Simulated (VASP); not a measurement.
# MgS (xhse) (Fm-3m) in VASP: single point with HSE06

Aim: the single point of MgS (xhse) with HSE06.

Program: VASP 6.6.1. These are calculated values, not measurements. Logs are shortened: lines on timing, memory, paths and dates and some standing lists are left out, and cuts for length are marked.

### 1 The cell of the first run

Symmetry: Fm-3m, No. 225, cubic system. The conventional cell has a = 5.200 Å, b = 5.200 Å, c = 5.200 Å, α = 90.00°, β = 90.00°, γ = 90.00°. Within 3.4 Å of Mg (site symmetry m-3m) lie 6 S at 2.60 Å. S (site symmetry m-3m) has 6 Mg at 2.60 Å within 3.4 Å.

### 2 Single point, HSE06

POSCAR

```
MgS
1.0
    0.0000000000      2.6000000000      2.6000000000
    2.6000000000      0.0000000000      2.6000000000
    2.6000000000      2.6000000000      0.0000000000
Mg S
1 1
Direct
    0.0000000000      0.0000000000      0.0000000000
    0.5000000000      0.5000000000      0.5000000000
```

INCAR.step1

```
SYSTEM = MgS
PREC     = Accurate       ! precision mode
ENCUT    = 520            ! plane-wave cutoff, eV
EDIFF    = 1E-5           ! SCF threshold, eV
ISMEAR   = 0              ! smearing method
SIGMA    = 0.01           ! smearing width, eV
LREAL    = .False.        ! projectors in reciprocal space
LASPH    = .True.         ! aspherical terms in the spheres
NELM     = 60             ! most SCF steps
ALGO     = Normal         ! electronic algorithm
ISIF     = 2              ! what is computed and relaxed
LWAVE    = .True.         ! write WAVECAR
GGA      = PE             ! functional
NBANDS   = 11             ! bands
```

INCAR.step2

```
SYSTEM = MgS
PREC     = Accurate       ! precision mode
ENCUT    = 520            ! plane-wave cutoff, eV
EDIFF    = 1E-6           ! SCF threshold, eV
ISMEAR   = 0              ! smearing method
SIGMA    = 0.01           ! smearing width, eV
LREAL    = .False.        ! projectors in reciprocal space
LASPH    = .True.         ! aspherical terms in the spheres
NELM     = 60             ! most SCF steps
ALGO     = Normal         ! electronic algorithm
ISIF     = 2              ! what is computed and relaxed
LWAVE    = .False.        ! write WAVECAR
LCHARG   = .True.         ! write CHGCAR
GGA      = PE             ! functional
LHFCALC  = .True.         ! exact exchange
HFSCREEN = 0.2079         ! screening, 1/A
PRECFOCK = Normal       
LELF     = .True.         ! ELF
LVHAR    = .True.       
ISTART   = 1            
NBANDS   = 11             ! bands
```

KPOINTS

```
regular mesh
0
Gamma
  6 6 6
  0 0 0
```

Potentials or basis: VASP PAW PBE potentials, release 64 (Mg, S).

Started as:

```bash
$ cat potpaw_PBE.64/Mg/POTCAR potpaw_PBE.64/S/POTCAR > POTCAR
$ cp INCAR.step1 INCAR
$ mpirun -np 1 vasp_std > vasp.out
$ cp INCAR.step2 INCAR
$ mpirun -np 1 vasp_std > vasp.out
```

OUTCAR:

```text
SYSTEM = MgS
   PREC = Accurate
   ENCUT = 520
   EDIFF = 1E-6
   ISMEAR = 0
   LREAL = .False.
   LASPH = .True.
   NELM = 60
   ISIF = 2
   GGA = PE
   LHFCALC = .True.
   HFSCREEN = 0.2079
   PRECFOCK = Normal
   ISTART = 1

 ion  position               nearest neighbor table
   1  0.000  0.000  0.000-   2 2.60   2 2.60   2 2.60   2 2.60   2 2.60   2 2.60
   2  0.500  0.500  0.500-   1 2.60   1 2.60   1 2.60   1 2.60   1 2.60   1 2.60

  LATTYP: Found a face centered cubic cell.
 ALAT       =     5.2000000000

  Lattice vectors:

 A1 = (   0.0000000000,   2.6000000000,   2.6000000000)
 A2 = (   2.6000000000,   0.0000000000,   2.6000000000)
 A3 = (   2.6000000000,   2.6000000000,   0.0000000000)

Analysis of symmetry for initial positions (statically):
=====================================================================
 Subroutine PRICEL returns:
 Original cell was already a primitive cell.

 Routine SETGRP: Setting up the symmetry group for a
 face centered cubic supercell.

 Subroutine GETGRP returns: Found 48 space group operations
 (whereof 48 operations were pure point group operations)
 out of a pool of 48 trial point group operations.

The static configuration has the point symmetry O_h .

Analysis of symmetry for dynamics (positions and initial velocities):
=====================================================================
 Subroutine PRICEL returns:
 Original cell was already a primitive cell.

 Routine SETGRP: Setting up the symmetry group for a
 face centered cubic supercell.

 Subroutine GETGRP returns: Found 48 space group operations
 (whereof 48 operations were pure point group operations)
 out of a pool of 48 trial point group operations.

The dynamic configuration has the point symmetry O_h .

 Subroutine INISYM returns: Found 48 space group operations
 (whereof 48 operations are pure point group operations),
 and found     1 'primitive' translations

----------------------------------------------------------------------------------------

                                     Primitive cell

  volume of cell :      35.1520

  direct lattice vectors                    reciprocal lattice vectors
     0.000000000  2.600000000  2.600000000    -0.192307692  0.192307692  0.192307692
     2.600000000  0.000000000  2.600000000     0.192307692 -0.192307692  0.192307692
     2.600000000  2.600000000  0.000000000     0.192307692  0.192307692 -0.192307692

  length of vectors
     3.676955262  3.676955262  3.676955262     0.333086694  0.333086694  0.333086694
[... 88 lines left out ...]
   EFERMI_NEDOS =   21; number of points for ismear=-14 and -15
   IALGO  =     38    algorithm
   IMIX   =      1    mixing-type and parameters
     AMIX     =   0.40;   BMIX     =  1.00
     AMIX_MAG =   1.60;   BMIX_MAG =  1.00
  volume/ion in A,a.u.               =      17.58       118.61
  Fermi-wavevector in a.u.,A,eV,Ry     =   0.999512  1.888804 13.592558  0.999025
  Thomas-Fermi vector in A             =   2.131807
   LORBIT       =      0    0 simple, 1 ext, 2 COOP (PROOUT), +10 PAW based schemes
   GGA     = PE    functional components
   LHFCALC =     T    Hartree Fock is set to
   PRECFOCK=normal    Normal, Fast or Accurate (Low or Medium for compatibility)
   ENCUT4O =  -1.0   cutoff for four orbital integrals eV
   NKREDX  =     1    reduce k-point grid by
   NKREDY  =     1    reduce k-point grid by
   NKREDZ  =     1    reduce k-point grid by
   AEXX    =    0.2500 exact exchange contribution
   HFSCREEN=    0.2079 screening length (either q_TF or 0.3 A-1)
   HFSCREENC=   0.2079 screening length for correlation (either q_TF or 0.3 A-1)
   ENCUTFOCK=  -1.0 apply spherical cutoff to Coloumb kernel
   IVDW    =     0    specifies the selected vdW correction
   LEPSILON=     F    determine dielectric tensor
   LRPA    =     F    only Hartree local field effects (RPA)
 non-spin polarized calculation
 Gauss-broadening in eV      SIGMA  =   0.01
  energy-cutoff  :      520.00
  volume of cell :       35.15
 maximum number of plane-waves:       960
  NGX = 24; NGY = 24; NGZ = 24

 number of electron       8.0000000 magnetization

 Free energy of the ion-electron system (eV)
  ---------------------------------------------------
  ext. energy  EPLUGINS =         0.00000000
  ---------------------------------------------------
  free energy    TOTEN  =        -9.88720329 eV

  energy without entropy =       -9.88720329  energy(sigma->0) =       -9.88720329

 E-fermi :   3.1391     XC(G=0):  -8.0560

 val. band max:        3.0805468140   @ k =   0.0000   0.0000   0.0000
 cond. band min:       6.8358841931   @ k =   0.5000   0.5000   0.0000
 fundamental gap:      3.7553373791
 Fermi energy:         3.1391442888

 k-point     1 :       0.0000    0.0000    0.0000
  band No.  band energies     occupation
      1     -10.8944      2.00000
      2       3.0805      2.00000
      3       3.0805      2.00000
      4       3.0805      2.00000
      5       7.8914      0.00000
      6      12.1841      0.00000
      7      12.1841      0.00000
      8      12.1841      0.00000
      9      14.7721      0.00000
     10      14.7721      0.00000
     11      16.8189      0.00000
[... 197 lines left out ...]
 k-point    16 :      -0.3333    0.5000    0.1667
  band No.  band energies     occupation
      1      -9.0072      2.00000
      2      -1.0312      2.00000
      3       0.2642      2.00000
      4       0.7057      2.00000
      5       8.5463      0.00000
      6      10.3576      0.00000
      7      13.5680      0.00000
      8      14.2117      0.00000
      9      18.4527      0.00000
     10      19.6970      0.00000
     11      20.1651      0.00000

------------------------ aborting loop because EDIFF is reached ----------------------------------------

  FORCE on cell =-STRESS in cart. coord.  units (eV):
  Direction    XX          YY          ZZ          XY          YZ          ZX
  --------------------------------------------------------------------------------------
  -------------------------------------------------------------------------------------
  Total       -0.1267793     -0.1267793     -0.1267793     -0.0000000      0.0000000      0.0000000
  in kB       -5.7784172     -5.7784172     -5.7784172     -0.0000000      0.0000000      0.0000000
  external PRESSURE =      -5.7784172 kB  Pullay stress =       0.0000000 kB

 VOLUME and BASIS-vectors are now :
 -----------------------------------------------------------------------------
  energy-cutoff  :      520.00
  volume of cell :       35.15
      direct lattice vectors                 reciprocal lattice vectors
     0.000000000  2.600000000  2.600000000    -0.192307692  0.192307692  0.192307692
     2.600000000  0.000000000  2.600000000     0.192307692 -0.192307692  0.192307692
     2.600000000  2.600000000  0.000000000     0.192307692  0.192307692 -0.192307692

 POSITION                                       TOTAL-FORCE (eV/Angst)
 -----------------------------------------------------------------------------------
      0.00000      0.00000      0.00000         0.000000     -0.000000      0.000000
      2.60000      2.60000      2.60000        -0.000000      0.000000     -0.000000
 -----------------------------------------------------------------------------------
    total drift:                                0.000000      0.000000      0.000000

  FREE ENERGIE OF THE ION-ELECTRON SYSTEM (eV)
  ---------------------------------------------------
  free  energy   TOTEN  =        -9.8872032909 eV

  energy  without entropy=       -9.8872032909  energy(sigma->0) =       -9.88720329
```

OUTCAR.step1:

```text
SYSTEM = MgS
   PREC = Accurate
   ENCUT = 520
   EDIFF = 1E-5
   ISMEAR = 0
   LREAL = .False.
   LASPH = .True.
[... 434 lines left out ...]
      0.00000      0.00000      0.00000        -0.000000      0.000000     -0.000000
      2.60000      2.60000      2.60000         0.000000     -0.000000      0.000000
 -----------------------------------------------------------------------------------
    total drift:                                0.000000      0.000000      0.000000

  FREE ENERGIE OF THE ION-ELECTRON SYSTEM (eV)
  ---------------------------------------------------
  free  energy   TOTEN  =        -8.4987876552 eV

  energy  without entropy=       -8.4987876552  energy(sigma->0) =       -8.49878766
```

Wall time 28 min (1 thread of AMD EPYC 7R13, shared host); peak memory 0.25 GiB.

Results:

```
Free energy            : -9.8872 eV
Pressure               : -0.6 GPa
Band gap on the k mesh : 3.76 eV, indirect (least direct gap 4.81 eV)
```

Caveat: the PAW data sets were made with another functional, which shifts forces and pressure a little. A k mesh can miss the band edges.
